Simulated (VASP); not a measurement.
# P in VASP: a series of runs

P is run at these levels: PBE+D3(BJ); tasks: single point.

Program: VASP 6.6.1. These are calculated values, not measurements. Logs are shortened: lines on timing, memory, paths and dates and some standing lists are left out, and cuts for length are marked.

### Step 1. The cell of the first run

The cell holds a slab with vacuum, 2 atoms: a = 3.198 Å, b = 3.198 Å, c = 28.000 Å, α = 90.00°, β = 90.00°, γ = 120.00°.

### Step 2. Single point, PBE+D3(BJ)

The input, INCAR:

```
SYSTEM = P
PREC     = Accurate       ! precision mode
ENCUT    = 520            ! plane-wave cutoff, eV
EDIFF    = 1E-7           ! SCF threshold, eV
ISMEAR   = 0              ! smearing method
SIGMA    = 0.02           ! smearing width, eV
LREAL    = .FALSE.        ! projectors in reciprocal space
LASPH    = .TRUE.         ! aspherical terms in the spheres
NELM     = 80             ! most SCF steps
ALGO     = Normal         ! electronic algorithm
ISIF     = 2              ! what is computed and relaxed
LWAVE    = .FALSE.        ! write WAVECAR
LCHARG   = .TRUE.         ! write CHGCAR
LDIPOL   = .TRUE.       
IDIPOL   = 3            
DIPOL    = 0.5 0.5 0.500
GGA      = PE             ! functional
IVDW     = 12             ! dispersion correction
LELF     = .TRUE.         ! ELF
LVHAR    = .TRUE.       
LVACPOTAV= .TRUE.       
NBANDS   = 12             ! bands
```

The input, KPOINTS:

```
Automatic mesh
0
G
  9 9 1
  0 0 0
```

The input, POSCAR:

```
P
1.0
    3.1980000000      0.0000000000      0.0000000000
   -1.5990000000      2.7695492413      0.0000000000
    0.0000000000      0.0000000000     28.0000000000
P
2
Direct
    0.3333333333      0.6666666667      0.5095357143
    0.6666666667      0.3333333333      0.4904642857
```

Potentials or basis: VASP PAW PBE potentials, release 64 (P).

On the command line:

```console
$ cat potpaw_PBE.64/P/POTCAR > POTCAR
$ mpirun -np 1 vasp_std > vasp.out
```

OUTCAR:

```text
SYSTEM = P
   PREC = Accurate
   ENCUT = 520
   EDIFF = 1E-7
   ISMEAR = 0
   LREAL = .FALSE.
   LASPH = .TRUE.
   NELM = 80
   ISIF = 2
   GGA = PE
   IVDW = 12
 IVDW          = 12

 ion  position               nearest neighbor table
   1  0.333  0.667  0.510-   2 1.92   2 1.92   2 1.92
   2  0.667  0.333  0.490-   1 1.92   1 1.92   1 1.92

  LATTYP: Found a hexagonal cell.
 ALAT       =     3.1980000000
 C/A-ratio  =     8.7554721701

  Lattice vectors:

 A1 = (   3.1980000000,   0.0000000000,   0.0000000000)
 A2 = (  -1.5990000000,   2.7695492413,   0.0000000000)
 A3 = (   0.0000000000,   0.0000000000,  28.0000000000)

Analysis of symmetry for initial positions (statically):
=====================================================================
 Subroutine PRICEL returns:
 Original cell was already a primitive cell.

 Routine SETGRP: Setting up the symmetry group for a
 hexagonal supercell.

 Subroutine GETGRP returns: Found 12 space group operations
 (whereof 12 operations were pure point group operations)
 out of a pool of 24 trial point group operations.

The static configuration has the point symmetry D_3d.

Analysis of symmetry for dynamics (positions and initial velocities):
=====================================================================
 Subroutine PRICEL returns:
 Original cell was already a primitive cell.

 Routine SETGRP: Setting up the symmetry group for a
 hexagonal supercell.

 Subroutine GETGRP returns: Found 12 space group operations
 (whereof 12 operations were pure point group operations)
 out of a pool of 24 trial point group operations.

The dynamic configuration has the point symmetry D_3d.

 Subroutine INISYM returns: Found 12 space group operations
 (whereof 12 operations are pure point group operations),
 and found     1 'primitive' translations

----------------------------------------------------------------------------------------

                                     Primitive cell

  volume of cell :     247.9965

  direct lattice vectors                    reciprocal lattice vectors
     3.198000000  0.000000000  0.000000000     0.312695435  0.180534793  0.000000000
    -1.599000000  2.769549241  0.000000000     0.000000000  0.361069587  0.000000000
     0.000000000  0.000000000 28.000000000     0.000000000  0.000000000  0.035714286

  length of vectors
     3.198000000  3.198000000 28.000000000     0.361069587  0.361069587  0.035714286

  position of ions in fractional coordinates (direct lattice)
     0.333333333  0.666666667  0.509535714
     0.666666667  0.333333333  0.490464286

  ion indices of the primitive-cell ions
   primitive index   ion index
                 1           1
                 2           2

----------------------------------------------------------------------------------------

 KPOINTS: Automatic mesh

Automatic generation of k-mesh.
 Grid dimensions read from file:
 generate k-points for:    9    9    1

 Generating k-lattice:

  Cartesian coordinates                     Fractional coordinates (reciprocal lattice)
     0.034743937  0.020059421  0.000000000     0.111111111 -0.000000000  0.000000000
     0.000000000  0.040118843  0.000000000     0.000000000  0.111111111  0.000000000
     0.000000000  0.000000000  0.035714286     0.000000000  0.000000000  1.000000000

  Length of vectors
     0.040118843  0.040118843  0.035714286

  Shift w.r.t. Gamma in fractional coordinates (k-lattice)
     0.000000000  0.000000000  0.000000000

 Subroutine IBZKPT returns following result:
 ===========================================

 Found     12 irreducible k-points:

 Following reciprocal coordinates:
            Coordinates               Weight
  0.000000  0.000000  0.000000      1.000000
  0.111111 -0.000000  0.000000      6.000000
  0.222222  0.000000  0.000000      6.000000
  0.333333 -0.000000  0.000000      6.000000
  0.444444  0.000000  0.000000      6.000000
  0.111111  0.111111  0.000000      6.000000
  0.222222  0.111111  0.000000     12.000000
  0.333333  0.111111  0.000000     12.000000
  0.444444  0.111111  0.000000      6.000000
  0.222222  0.222222  0.000000      6.000000
  0.333333  0.222222  0.000000     12.000000
  0.333333  0.333333  0.000000      2.000000
   k-points           NKPTS =     12   k-points in BZ     NKDIM =     12   number of bands    NBANDS=     12
   number of dos      NEDOS =    301   number of ions     NIONS =      2
   total plane-waves  NPLWV = 120960
   dimension x,y,z NGX =    24 NGY =   24 NGZ =  210
   dimension x,y,z NGXF=    48 NGYF=   48 NGZF=  420
   ions per type =               2
   NGX,Y,Z   is equivalent  to a cutoff of  12.48, 12.48, 12.47 a.u.
   NGXF,Y,Z  is equivalent  to a cutoff of  24.95, 24.95, 24.94 a.u.
 SYSTEM =  P
   PREC   = accura    normal or accurate (medium, high low for compatibility)
   ISTART =      0    job   : 0-new  1-cont  2-samecut
   ICHARG =      2    charge: 1-file 2-atom 10-const
   ISPIN  =      1    spin polarized calculation?
   LNONCOLLINEAR =      F non collinear calculations
   LSORBIT =      F    spin-orbit coupling
   LASPH  =      T    aspherical Exc in radial PAW
   ENCUT  =  520.0 eV  38.22 Ry    6.18 a.u.   5.95  5.95 52.06*2*pi/ulx,y,z
   NELM   =     80;   NELMIN=  2; NELMDL= -5     # of ELM steps
   EDIFF  = 0.1E-06   stopping-criterion for ELM
   LREAL  =      F    real-space projection
   EDIFFG = 0.1E-05   stopping-criterion for IOM
   NSW    =      0    number of steps for IOM
   IBRION =     -1    ionic relax: 0-MD 1-quasi-New 2-CG
   NFREE  =      0    steps in history (QN), initial steepest desc. (CG)
   ISIF   =      2    stress and relaxation
   ISYM   =      2    0-nonsym 1-usesym 2-fastsym
   POTIM  = 0.5000    time-step for ionic-motion
   TEBEG  =    0.0;   TEEND  =   0.0 temperature during run
   PSTRESS=    0.0 pullay stress
   NELECT =      10.0000    total number of electrons
   NUPDOWN=      -1.0000    fix difference up-down
   EMIN   =  10.00;   EMAX   =-10.00  energy-range for DOS
   EFERMI =   0.00;   METHOD = LEGACY
   ISMEAR =     0;   SIGMA  =   0.02  broadening in eV -4-tet -1-fermi 0-gaus
   EFERMI_NEDOS =   21; number of points for ismear=-14 and -15
   IALGO  =     38    algorithm
   IMIX   =      4    mixing-type and parameters
     AMIX     =   0.40;   BMIX     =  1.00
     AMIX_MAG =   1.60;   BMIX_MAG =  1.00
  volume/ion in A,a.u.               =     124.00       836.78
  Fermi-wavevector in a.u.,A,eV,Ry     =   0.561383  1.060861  4.287895  0.315151
  Thomas-Fermi vector in A             =   1.597658
   LORBIT       =      0    0 simple, 1 ext, 2 COOP (PROOUT), +10 PAW based schemes
   GGA     = PE    functional components
   LHFCALC =     F    Hartree Fock is set to
   AEXX    =    0.0000 exact exchange contribution
   IVDW    =    12    specifies the selected vdW correction
   LEPSILON=     F    determine dielectric tensor
   LRPA    =     F    only Hartree local field effects (RPA)
 non-spin polarized calculation
 Gauss-broadening in eV      SIGMA  =   0.02
  energy-cutoff  :      520.00
  volume of cell :      248.00
 maximum number of plane-waves:      6744
 NGX is ok and might be reduce to    24
   NGX = 11   NGY = 11   NGZ =105

 number of electron      10.0000000 magnetization

 dipolmoment           0.000000      0.000000     -0.000000 electrons x Angstroem

 Free energy of the ion-electron system (eV)
  ---------------------------------------------------
  ext. energy  EPLUGINS =         0.00000000
  ---------------------------------------------------
  free energy    TOTEN  =        -7.52684609 eV

  energy without entropy =       -7.52449600  energy(sigma->0) =       -7.52567105

 E-fermi :  -2.1748     XC(G=0):  -1.7309

 val. band max:       -2.3480989840   @ k =   0.4444   0.1111   0.0000
 cond. band min:      -2.1745330706   @ k =   0.2222   0.1111   0.0000
 fundamental gap:      0.1735659135
 Fermi energy:        -2.1747578638

 k-point     1 :       0.0000    0.0000    0.0000
  band No.  band energies     occupation
      1     -20.4956      2.00000
      2      -9.7150      2.00000
      3      -7.0783      2.00000
      4      -7.0783      2.00000
      5      -1.9853      0.00000
      6      -1.3469      0.00000
      7      -1.3469      0.00000
      8      -0.5197      0.00000
      9       1.2235      0.00000
     10       1.5851      0.00000
     11       1.9078      0.00000
     12       2.0339      0.00000

 k-point     2 :       0.1111   -0.0000    0.0000
  band No.  band energies     occupation
      1     -20.2855      2.00000
      2      -9.5238      2.00000
      3      -8.2441      2.00000
      4      -7.4376      2.00000
      5      -1.8857      0.00000
      6      -1.6475      0.00000
      7      -0.5926      0.00000
      8       0.5628      0.00000
      9       1.4911      0.00000
     10       1.8018      0.00000
     11       2.0922      0.00000
     12       2.2781      0.00000

 k-point     3 :       0.2222    0.0000    0.0000
  band No.  band energies     occupation
      1     -19.6627      2.00000
      2     -10.5420      2.00000
      3      -8.8811      2.00000
      4      -8.1322      2.00000
      5      -2.4992      2.00000
      6      -1.7217      0.00000
      7       1.2497      0.00000
      8       1.4563      0.00000
      9       2.1056      0.00000
     10       2.6066      0.00000
     11       2.9016      0.00000
     12       3.0621      0.00000

 k-point     4 :       0.3333   -0.0000    0.0000
  band No.  band energies     occupation
      1     -18.6612      2.00000
      2     -12.8287      2.00000
      3      -8.7250      2.00000
      4      -7.9343      2.00000
      5      -3.2347      2.00000
      6      -2.5471      2.00000
      7       1.1665      0.00000
      8       3.2891      0.00000
      9       3.3005      0.00000
     10       3.7849      0.00000
     11       4.1139      0.00000
     12       4.1997      0.00000

 k-point     5 :       0.4444    0.0000    0.0000
  band No.  band energies     occupation
      1     -17.4588      2.00000
      2     -14.7166      2.00000
      3      -9.0470      2.00000
      4      -6.8203      2.00000
      5      -4.1345      2.00000
      6      -3.5103      2.00000
      7       1.9933      0.00000
      8       3.6299      0.00000
      9       4.1339      0.00000
     10       4.9483      0.00000
     11       5.4802      0.00000
     12       5.7574      0.00000
[... 48 lines left out ...]
      1     -16.9857      2.00000
      2     -15.0781      2.00000
      3      -9.9753      2.00000
      4      -6.3832      2.00000
      5      -4.4445      2.00000
      6      -2.3481      2.00000
      7       1.6336      0.00000
      8       3.2947      0.00000
      9       3.9736      0.00000
     10       6.1403      0.00000
     11       6.1609      0.00000
     12       6.6720      0.00000

 k-point    10 :       0.2222    0.2222    0.0000
  band No.  band energies     occupation
      1     -18.0697      2.00000
      2     -13.2076      2.00000
      3     -10.5526      2.00000
      4      -7.3641      2.00000
      5      -3.0190      2.00000
      6       0.0303      0.00000
      7       1.0977      0.00000
      8       1.6565      0.00000
      9       1.8799      0.00000
     10       4.1215      0.00000
     11       4.5204      0.00000
     12       4.9055      0.00000

 k-point    11 :       0.3333    0.2222    0.0000
  band No.  band energies     occupation
      1     -16.8548      2.00000
      2     -14.7188      2.00000
      3     -11.2731      2.00000
      4      -6.2329      2.00000
      5      -4.2422      2.00000
      6       0.1997      0.00000
      7       0.5018      0.00000
      8       3.0705      0.00000
      9       3.5588      0.00000
     10       5.4016      0.00000
     11       5.7803      0.00000
     12       6.2017      0.00000

 k-point    12 :       0.3333    0.3333    0.0000
  band No.  band energies     occupation
      1     -15.7014      2.00000
      2     -15.7014      2.00000
      3     -11.9402      2.00000
      4      -5.1718      2.00000
      5      -5.1718      2.00000
      6      -0.1287      0.00000
      7       2.1508      0.00000
      8       3.7059      0.00000
      9       3.7059      0.00000
     10       5.0796      0.00000
     11       5.0796      0.00000
     12       6.6081      0.00000

------------------------ aborting loop because EDIFF is reached ----------------------------------------

 vacuum level on the upper side and lower side of the slab       (xc-potential included)        -0.096        -0.096

 Edisp (eV)   -0.45889

 E8    (eV) :    -0.1874

  FORCE on cell =-STRESS in cart. coord.  units (eV):
  Direction    XX          YY          ZZ          XY          YZ          ZX
  --------------------------------------------------------------------------------------
  -------------------------------------------------------------------------------------
  Total      14.59528    14.59528     2.65639     0.00000     0.00000    -0.00000
  in kB      94.29255    94.29255    17.16158     0.00000     0.00000    -0.00000
  external pressure =       68.58 kB  Pullay stress =        0.00 kB

 VOLUME and BASIS-vectors are now :
 -----------------------------------------------------------------------------
  energy-cutoff  :      520.00
  volume of cell :      248.00
      direct lattice vectors                 reciprocal lattice vectors
     3.198000000  0.000000000  0.000000000     0.312695435  0.180534793  0.000000000
    -1.599000000  2.769549241  0.000000000     0.000000000  0.361069587  0.000000000
     0.000000000  0.000000000 28.000000000     0.000000000  0.000000000  0.035714286

 POSITION                                       TOTAL-FORCE (eV/Angst)
 -----------------------------------------------------------------------------------
     -0.00000      1.84637     14.26700        -0.000000      0.000000      4.994803
      1.59900      0.92318     13.73300         0.000000     -0.000000     -4.994803
 -----------------------------------------------------------------------------------
    total drift:                               -0.000000      0.000000      0.000000

  FREE ENERGIE OF THE ION-ELECTRON SYSTEM (eV)
  ---------------------------------------------------
  free  energy   TOTEN  =        -7.9857379626 eV

  energy  without entropy=       -7.9833878724  energy(sigma->0) =       -7.98456292

 vacuum level on the upper side and lower side of the slab         1.616         1.616
```

Wall time 77 s (1 thread of Intel Xeon Platinum 8259CL at 2.50GHz (Skylake/Cascade Lake), shared host); peak memory 0.33 GiB.

Results:

```
Free energy                     : -7.9857 eV
Largest force                   : 4.995 eV/Å
Band gap on the k mesh          : zero (band 5 reaches -1.77 eV, above the bottom of band 6 at -3.51 eV)
Dispersion energy per atom      : -0.229 eV
Work function of the upper face : 3.79 eV
Work function of the lower face : 3.79 eV
```

Forces in eV/Å, atoms in the order of the input:
```
P    0.000  0.000  4.995
P    0.000  0.000 -4.995
```

### Step 3. Single point, PBE+D3(BJ)

The input, INCAR:

```
SYSTEM = P
PREC     = Accurate       ! precision mode
ENCUT    = 520            ! plane-wave cutoff, eV
EDIFF    = 1E-6           ! SCF threshold, eV
ISMEAR   = 0              ! smearing method
SIGMA    = 0.02           ! smearing width, eV
LREAL    = .False.        ! projectors in reciprocal space
LASPH    = .True.         ! aspherical terms in the spheres
NELM     = 100            ! most SCF steps
ALGO     = Normal         ! electronic algorithm
ISIF     = 2              ! what is computed and relaxed
LWAVE    = .False.        ! write WAVECAR
LCHARG   = .False.        ! write CHGCAR
LDIPOL   = .True.       
IDIPOL   = 3            
DIPOL    = 0.5 0.5 0.500
GGA      = PE             ! functional
IVDW     = 12             ! dispersion correction
NBANDS   = 12             ! bands
```

The input, KPOINTS:

```
regular mesh
0
Gamma
  9 9 1
  0 0 0
```

The input, POSCAR:

```
P
1.0
    3.1980000000      0.0000000000      0.0000000000
   -1.5990000000      2.7695492413      0.0000000000
    0.0000000000      0.0000000000     28.0000000000
P
2
Direct
    0.3333333333      0.6666666667      0.5190535714
    0.6666666667      0.3333333333      0.4809464286
```

Potentials or basis: VASP PAW PBE potentials, release 64 (P).

On the command line:

```console
$ cat potpaw_PBE.64/P/POTCAR > POTCAR
$ mpirun -np 1 vasp_std > vasp.out
```

Wall time 51 s (1 thread of Intel Xeon Platinum 8259CL at 2.50GHz (Skylake/Cascade Lake), shared host); peak memory 0.33 GiB.

Results (log left out):

```yaml
Free_energy: -10.8315 eV
Largest_force: 3.375 eV/Å
Band_gap_on_the_k_mesh: 1.06 eV, indirect (least direct gap 1.58 eV)
Dispersion_energy_per_atom: -0.224 eV
```

Forces in eV/Å, atoms in the order of the input:
```
P    0.000  0.000  3.375
P    0.000  0.000 -3.375
```

Levels at points of the mesh, in eV from the valence-band top:
| k point | band 3 | band 4 | band 5 | band 6 | band 7 | band 8 |
| --- | --- | --- | --- | --- | --- | --- |
| (0.00, 0.00, 0.00) | -1.37 | -1.37 | -0.36 | 3.26 | 3.26 | 3.45 |

[end of part 1 of 2]
